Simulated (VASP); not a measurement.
HfB2, 3 atoms in the cell. Symmetry: P6/mmm, No. 191, hexagonal system. Conventional cell: a = 3.144 Å, b = 3.144 Å, c = 3.477 Å, α = 90.00°, β = 90.00°, γ = 120.00°. Within 3.3 Å of Hf (site symmetry 6/mmm) lie 12 B at 2.51 Å and 6 Hf at 3.14 Å. B (site symmetry -6m2) has 3 B at 1.82 Å within 2.4 Å.  This cell differs from its parent crystal: volume scaled by 0.98.

```yaml
Program: VASP 6.6.1
Task: relaxation of shape and atoms at fixed volume
Functional: RPBE
Potentials_or_basis: VASP PAW PBE potentials, release 64 (Hf_pv, B)
Cutoff: 600 eV
k_mesh: 8 × 8 × 8
Occupations: gaussian, width 0.05 eV
Spin: no spin polarisation
Dipole_correction: no
Further_INCAR_settings: ALGO = Normal; EDIFF = 1e-06; IBRION = 2; EDIFFG = -0.01; NSW = 60; ISIF = 4
```

Potentials or basis: VASP PAW PBE potentials, release 64 (Hf_pv, B).

Run with:

```bash
$ cat potpaw_PBE.64/Hf_pv/POTCAR potpaw_PBE.64/B/POTCAR > POTCAR
$ mpirun -np 1 vasp_std > vasp.out
```

Hardware: 1 thread of Intel(R) Xeon(R) 6975P-C (Granite Rapids), on a shared host.

Question: Estimate the wall time of this run.

Answer: It took 13 s on 1 thread of Intel(R) Xeon(R) 6975P-C (Granite Rapids) (shared host), peak memory 0.17 GiB. Counts: scf iterations 17, k points 50, ion steps 2.
